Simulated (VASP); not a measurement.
Write the native input for VASP 6.6.1 that does the following.

```
Task                   : single point
Functional             : PBEsol
Potentials or basis    : VASP PAW PBE potentials, release 64 (Na_pv, F)
Cutoff                 : 520 eV
k mesh                 : 8 × 8 × 8
Occupations            : gaussian, width 0.05 eV
Spin                   : no spin polarisation
Dipole correction      : no
Further INCAR settings : ALGO = Normal; EDIFF = 1e-07; NBANDS = 14
```

The structure of NaF lies in POSCAR:

```
NaF
1.0
    0.0000000000      2.3233000000      2.3233000000
    2.3233000000      0.0000000000      2.3233000000
    2.3233000000      2.3233000000      0.0000000000
Na F
1 1
Direct
    0.0000000000      0.0000000000      0.0000000000
    0.5376619464      0.5376619464      0.4623380536
```

This cell differs from its parent crystal: all F atoms moved +0.175 Å, as atom 2 along Cartesian [0 0 1].

One way to write it, as run:

INCAR

```
SYSTEM = NaF
ALGO     = Normal         ! electronic algorithm
EDIFF    = 1E-7           ! SCF threshold, eV
ENCUT    = 520            ! plane-wave cutoff, eV
GGA      = PS             ! functional
ISIF     = 2              ! what is computed and relaxed
ISMEAR   = 0              ! smearing method
LASPH    = .TRUE.         ! aspherical terms in the spheres
LCHARG   = .FALSE.        ! write CHGCAR
LREAL    = .FALSE.        ! projectors in reciprocal space
LWAVE    = .FALSE.        ! write WAVECAR
NBANDS   = 14             ! bands
NELM     = 100            ! most SCF steps
PREC     = Accurate       ! precision mode
SIGMA    = 0.05           ! smearing width, eV
```

KPOINTS

```
k-points
0
G
  8 8 8
  0 0 0
```

Potentials or basis: VASP PAW PBE potentials, release 64 (Na_pv, F).

The run is started by

```console
$ cat potpaw_PBE.64/Na_pv/POTCAR potpaw_PBE.64/F/POTCAR > POTCAR
$ mpirun -np 1 vasp_std > vasp.out
```

Results of the run:

```yaml
Pressure: 0.4 GPa
Largest_force: 0.458 eV/Å
Band_gap_on_the_k_mesh: 6.12 eV, direct
```

Caveat: the cell differs from its parent crystal (all F atoms moved +0.175 Å, as atom 2 along Cartesian [0 0 1]); the PAW data sets were made with another functional, which shifts forces and pressure a little.

Run time: 26 s on 1 thread of AMD EPYC 7R13 Processor (Zen 3), on a shared host, peak memory 0.11 GiB.
